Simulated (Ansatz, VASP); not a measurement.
**Two plane-wave programs on ZnO**

```
Zn O
1.0
     3.23516    0.00000    0.00000
    -1.61758    2.80173    0.00000
     0.00000    0.00000    5.21108
Zn O
2 2
Direct
  0.33333 0.66667 0.98312
  0.66667 0.33333 0.48312
  0.33333 0.66667 0.39888
  0.66667 0.33333 0.89888
```

Change from the starting cell: polar distortion scaled by 0.70.

Alike in both runs: task single point; functional r2SCAN; k mesh 12 × 12 × 8; no spin polarisation.

|  | VASP | Ansatz |
| --- | --- | --- |
| version | VASP 6.6.1 | Ansatz 0.2.0 |
| potentials or method | VASP PAW PBE potentials, release 64 (Zn, O), cutoff 520 eV | scalar-relativistic, plane waves, PAW |
| occupations | gaussian, width 0.01 eV | fixed |
| valence electrons in the cell | 36 | 36 |

Ansatz gave:

| Quantity | Value |
| --- | --- |
| gap on the k mesh at the Fermi level (eV) | 1.24 |
| least direct gap on the mesh (eV) | 1.24 |
| pressure (GPa) | 2.0 |
| traceless stress, the component that is largest in VASP (GPa) | -7.56 |
| rms of the force components (eV/Å) | 0.368 |

Question: Estimate VASP's values.

Answer: gap on the k mesh at the Fermi level (eV): 1.25; least direct gap on the mesh (eV): 1.25; pressure (GPa): 3.2; traceless stress, the component that is largest in VASP (GPa): -8.04; rms of the force components (eV/Å): 0.383.

VASP's potentials were made for PBE, not for r2SCAN. Atom by atom the forces differ by 0.015 eV/Å (rms over components).
